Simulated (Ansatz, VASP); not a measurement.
One calculation of Cs2RbCl3, two programs

```
Cs Rb Cl
1.0
     4.03737    2.33098    4.28157
    -4.03737    2.33098    4.28157
     0.00000   -4.66195    4.28157
Cs Rb Cl
2 1 3
Cartesian
  0.0000 0.0000 1.9515
  0.0000 0.0000 10.8932
  0.0000 0.0000 6.4224
  0.0000 2.3310 4.2816
  2.0187 -1.1655 4.2816
  -2.0187 -1.1655 4.2816
```

Alike in both runs: task single point; functional r2SCAN; dispersion rVV10; k mesh 6 × 6 × 6; occupations fermi-dirac, width 0.03 eV; no spin polarisation.

|  | VASP | Ansatz |
| --- | --- | --- |
| version | VASP 6.6.1 | Ansatz 0.2.0 |
| potentials or method | VASP PAW PBE potentials, release 64 (Cs_sv, Rb_sv, Cl) | plane waves, PAW |
| plane-wave cutoff (eV) | 520 | 500 |
| valence electrons in the cell | 48 | 48 |

|  | VASP | Ansatz | Ansatz less VASP |
| --- | --- | --- | --- |
| gap on the k mesh at the Fermi level (eV) | 4.54 | 4.55 | +0.010 |
| pressure (GPa) | 0.1 | 0.0 | -0.05 |
| rms of the force components (eV/Å) | 0.007 | 0.001 | -0.0060 |

VASP's potentials were made for PBE, not for r2SCAN. Atom by atom the forces differ by 0.006 eV/Å (rms over components).

Spin-orbit coupling is off throughout.
